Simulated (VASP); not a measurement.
# MnV (Pm-3m) in VASP: a series of runs

MnV is run at these levels: LDA; tasks: vibrations by perturbation theory.

Everything below comes from runs of VASP 6.6.1. Logs are shortened: lines on timing, memory, paths and dates and some standing lists are left out, and cuts for length are marked.

## (1) The cell of the first run

Symmetry: Pm-3m, No. 221, cubic system. The conventional cell has a = 2.811 Å, b = 2.811 Å, c = 2.811 Å, α = 90.00°, β = 90.00°, γ = 90.00°. Within 3.2 Å of Mn (site symmetry m-3m) lie 8 V at 2.43 Å and 6 Mn at 2.81 Å. Within 3.2 Å of V (site symmetry m-3m) lie 8 Mn at 2.43 Å and 6 V at 2.81 Å.

## (2) Vibrations by perturbation theory, LDA

Input file INCAR:

```
SYSTEM = MnV
PREC = Accurate
ENCUT = 520
EDIFF = 1E-8
ISMEAR = -1
SIGMA = 0.15
LREAL = .FALSE.
LASPH = .TRUE.
NELM = 100
ALGO = Normal
ISIF = 2
LWAVE = .FALSE.
LCHARG = .FALSE.
GGA = CA
IBRION = 8
NSW = 1
```

Input file KPOINTS:

```
Automatic mesh
0
G
  14 14 14
  0 0 0
```

Input file POSCAR:

```
MnV
1.0
    2.8111210679      0.0000000000      0.0000000000
    0.0000000000      2.8111210679      0.0000000000
    0.0000000000      0.0000000000      2.8111210679
Mn V
1 1
Direct
    0.0000000000      0.0000000000      0.0000000000
    0.5000000000      0.5000000000      0.5000000000
```

Potentials or basis: VASP PAW LDA potentials, release 64 (Mn_pv, V_sv).

The run is started by

```
$ cat potpaw_LDA.64/Mn_pv/POTCAR potpaw_LDA.64/V_sv/POTCAR > POTCAR
$ mpirun -np 1 vasp_std > vasp.out
```

OUTCAR:

```text
SYSTEM = MnV
   PREC = Accurate
   ENCUT = 520
   EDIFF = 1E-8
   ISMEAR = -1
   LREAL = .FALSE.
   LASPH = .TRUE.
   NELM = 100
   ISIF = 2
   GGA = CA
   IBRION = 8
   NSW = 1

 ion  position               nearest neighbor table
   1  0.000  0.000  0.000-   2 2.43   2 2.43   2 2.43   2 2.43   2 2.43   2 2.43   2 2.43   2 2.43

   2  0.500  0.500  0.500-   1 2.43   1 2.43   1 2.43   1 2.43   1 2.43   1 2.43   1 2.43   1 2.43

  LATTYP: Found a simple cubic cell.
 ALAT       =     2.8111210679

  Lattice vectors:

 A1 = (   2.8111210679,   0.0000000000,   0.0000000000)
 A2 = (   0.0000000000,   2.8111210679,   0.0000000000)
 A3 = (   0.0000000000,   0.0000000000,   2.8111210679)

Analysis of symmetry for initial positions (statically):
=====================================================================
 Subroutine PRICEL returns:
 Original cell was already a primitive cell.

 Routine SETGRP: Setting up the symmetry group for a
 simple cubic supercell.

 Subroutine GETGRP returns: Found 48 space group operations
 (whereof 48 operations were pure point group operations)
 out of a pool of 48 trial point group operations.

The static configuration has the point symmetry O_h .

Analysis of symmetry for dynamics (positions and initial velocities):
=====================================================================
 Subroutine PRICEL returns:
 Original cell was already a primitive cell.

 Routine SETGRP: Setting up the symmetry group for a
 simple cubic supercell.

 Subroutine GETGRP returns: Found 48 space group operations
 (whereof 48 operations were pure point group operations)
 out of a pool of 48 trial point group operations.

The dynamic configuration has the point symmetry O_h .

 Subroutine INISYM returns: Found 48 space group operations
 (whereof 48 operations are pure point group operations),
 and found     1 'primitive' translations

----------------------------------------------------------------------------------------

                                     Primitive cell

  volume of cell :      22.2146

  direct lattice vectors                    reciprocal lattice vectors
     2.811121068  0.000000000  0.000000000     0.355729965  0.000000000  0.000000000
     0.000000000  2.811121068  0.000000000     0.000000000  0.355729965  0.000000000
     0.000000000  0.000000000  2.811121068     0.000000000  0.000000000  0.355729965

  length of vectors
     2.811121068  2.811121068  2.811121068     0.355729965  0.355729965  0.355729965

  position of ions in fractional coordinates (direct lattice)
     0.000000000  0.000000000  0.000000000
     0.500000000  0.500000000  0.500000000

  ion indices of the primitive-cell ions
   primitive index   ion index
                 1           1
                 2           2

----------------------------------------------------------------------------------------

 KPOINTS: Automatic mesh

Automatic generation of k-mesh.
 Grid dimensions read from file:
 generate k-points for:   14   14   14

 Generating k-lattice:

  Cartesian coordinates                     Fractional coordinates (reciprocal lattice)
     0.025409283  0.000000000  0.000000000     0.071428571  0.000000000  0.000000000
     0.000000000  0.025409283  0.000000000     0.000000000  0.071428571  0.000000000
     0.000000000  0.000000000  0.025409283     0.000000000  0.000000000  0.071428571

  Length of vectors
     0.025409283  0.025409283  0.025409283

  Shift w.r.t. Gamma in fractional coordinates (k-lattice)
     0.000000000  0.000000000  0.000000000

[... 67 lines left out ...]
   IALGO  =     38    algorithm
   IMIX   =      4    mixing-type and parameters
     AMIX     =   0.40;   BMIX     =  1.00
     AMIX_MAG =   1.60;   BMIX_MAG =  1.00
  volume/ion in A,a.u.               =      11.11        74.96
  Fermi-wavevector in a.u.,A,eV,Ry     =   1.725254  3.260257 40.497763  2.976502
  Thomas-Fermi vector in A             =   2.800789
   LORBIT       =      0    0 simple, 1 ext, 2 COOP (PROOUT), +10 PAW based schemes
   GGA     = CA    functional components
   LHFCALC =     F    Hartree Fock is set to
   AEXX    =    0.0000 exact exchange contribution
   IVDW    =     0    specifies the selected vdW correction
   LEPSILON=     F    determine dielectric tensor
   LRPA    =     F    only Hartree local field effects (RPA)
 non-spin polarized calculation
  energy-cutoff  :      520.00
  volume of cell :       22.21
 maximum number of plane-waves:       624
 NGX is ok and might be reduce to    24
   NGX = 11   NGY = 11   NGZ = 11

--------------------------------------- Ionic step        1  -------------------------------------------

 number of electron      26.0000015 magnetization

 Free energy of the ion-electron system (eV)
  ---------------------------------------------------
  ext. energy  EPLUGINS =         0.00000000
  ---------------------------------------------------
  free energy    TOTEN  =       -20.74558078 eV

  energy without entropy =      -20.66492583  energy(sigma->0) =      -20.70525331

 E-fermi :  11.3499     XC(G=0): -14.2627

 val. band max:       11.3305358678   @ k =   0.4286   0.1429   0.0000
 cond. band min:      11.3539435396   @ k =   0.5000   0.1429   0.0714
 fundamental gap:      0.0234076719
 Fermi energy:        11.3499395126

 k-point     1 :       0.0000    0.0000    0.0000
  band No.  band energies     occupation
      1     -52.1346      2.00000
      2     -36.1654      2.00000
      3     -36.1654      2.00000
      4     -36.1654      2.00000
      5     -26.2415      2.00000
      6     -26.2415      2.00000
[... 457 lines left out ...]
      4     -36.1444      2.00000
      5     -26.5027      2.00000
      6     -26.3484      2.00000
[... 9 lines left out ...]
     16      12.8251      0.00011
     17      13.0628      0.00002

 [... further k-points ...]
[... 5 lines left out ...]
  --------------------------------------------------------------------------------------
  -------------------------------------------------------------------------------------
  Total        0.0802079      0.0802079      0.0802079      0.0000000      0.0000000      0.0000000
  in kB        5.7848093      5.7848093      5.7848093      0.0000000      0.0000000      0.0000000
  external PRESSURE =       5.7848093 kB  Pullay stress =       0.0000000 kB

 VOLUME and BASIS-vectors are now :
 -----------------------------------------------------------------------------
  energy-cutoff  :      520.00
  volume of cell :       22.21
      direct lattice vectors                 reciprocal lattice vectors
     2.811121068  0.000000000  0.000000000     0.355729965  0.000000000  0.000000000
     0.000000000  2.811121068  0.000000000     0.000000000  0.355729965  0.000000000
     0.000000000  0.000000000  2.811121068     0.000000000  0.000000000  0.355729965

 POSITION                                       TOTAL-FORCE (eV/Angst)
 -----------------------------------------------------------------------------------
      0.00000      0.00000      0.00000         0.000000      0.000000      0.000000
      1.40556      1.40556      1.40556         0.000000      0.000000      0.000000
 -----------------------------------------------------------------------------------
    total drift:                                0.000000      0.000000     -0.000000

  FREE ENERGIE OF THE ION-ELECTRON SYSTEM (eV)
  ---------------------------------------------------
  free  energy   TOTEN  =       -20.7455807835 eV

  energy  without entropy=      -20.6649258294  energy(sigma->0) =      -20.70525331

[... ionic steps 2 to 3 ...]

--------------------------------------- Ionic step        4  -------------------------------------------

------------------------ aborting loop because EDIFF is reached ----------------------------------------

[... ionic steps 5 to 6 ...]

--------------------------------------- Ionic step        7  -------------------------------------------

 Free energy of the ion-electron system (eV)
  ---------------------------------------------------
  ---------------------------------------------------
  free energy    TOTEN  =        -0.96192573 eV

  energy without entropy =       -0.96192594

------------------------ aborting loop because EDIFF is reached ----------------------------------------

 INTERNAL STRAIN TENSOR  FOR ION    2  DIRECTION 1   (eV/Angst):
 -----------------------------------------------------------------------------
    -0.04806 -0.00000 -0.00000
     0.00000  0.02376  0.00000
    -0.00000  0.00000  0.02376

 INTERNAL STRAIN TENSOR FOR ION    2 for displacements in x,y,z  (eV/Angst):
          X           Y           Z          XY          YZ          ZX
  --------------------------------------------------------------------------------
  x     0.00000     0.00000     0.00000     0.00000     0.00000     0.00000
  y     0.00000     0.00000     0.00000     0.00000     0.00000     0.00000
  z     0.00000     0.00000     0.00000     0.00000     0.00000     0.00000

 SECOND DERIVATIVES (NOT SYMMETRIZED)
 ------------------------------------
               1X          1Y          1Z          2X          2Y          2Z
  1X    -6.620048    0.000000    0.000000    6.620048   -0.000000   -0.000000
  1Y     0.000000   -6.620048    0.000000   -0.000000    6.620048   -0.000000
  1Z     0.000000    0.000000   -6.620048   -0.000000   -0.000000    6.620048
  2X     6.569763    0.000000    0.000000   -6.569763   -0.000000    0.000000
  2Y     0.000000    6.569763   -0.000000   -0.000000   -6.569763    0.000000
  2Z    -0.000000    0.000000    6.569763    0.000000    0.000000   -6.569763

 Eigenvectors and eigenvalues of the dynamical matrix
 ----------------------------------------------------

   1 f  =    7.808351 THz    49.061315 2PiTHz  260.458549 cm-1    32.292730 meV
             X         Y         Z           dx          dy          dz
      0.000000  0.000000  0.000000     0.000000    0.695003    0.000000
      1.405561  1.405561  1.405561     0.000000   -0.719007    0.000000
[... 21 lines left out ...]
   6 f/i=    0.014876 THz     0.093467 2PiTHz    0.496204 cm-1     0.061521 meV
             X         Y         Z           dx          dy          dz
      0.000000  0.000000  0.000000    -0.639875   -0.327919   -0.000000
      1.405561  1.405561  1.405561    -0.618512   -0.316971    0.000000

--------------------------------------------------------------------------------------------------------

 ELASTIC MODULI CONTR FROM IONIC RELAXATION (kBar)
 Direction    XX          YY          ZZ          XY          YZ          ZX
 --------------------------------------------------------------------------------
 XX           0.0000      0.0000      0.0000      0.0000      0.0000      0.0000
 YY           0.0000      0.0000      0.0000      0.0000      0.0000      0.0000
 ZZ           0.0000      0.0000      0.0000      0.0000      0.0000      0.0000
 XY           0.0000      0.0000      0.0000      0.0000      0.0000      0.0000
 YZ           0.0000      0.0000      0.0000      0.0000      0.0000      0.0000
 ZX           0.0000      0.0000      0.0000      0.0000      0.0000      0.0000
 --------------------------------------------------------------------------------
```

It took 4.9 min on 1 thread of Intel Xeon 8259CL, shared host; peak memory 0.39 GiB.

What came out:

```yaml
Highest_phonon_frequency_at_Γ: 260 cm⁻¹
```

Phonon frequencies in cm⁻¹ (negative: imaginary):
```
              q point        frequencies
(0.000, 0.000, 0.000)  0 0 0 260 260 260
```

Caveat: the run has no spin polarisation, though such a crystal can be magnetic. Spin polarisation is off, so any magnetic state and its effect on volume and gap are missing.

[end of part 1 of 2]
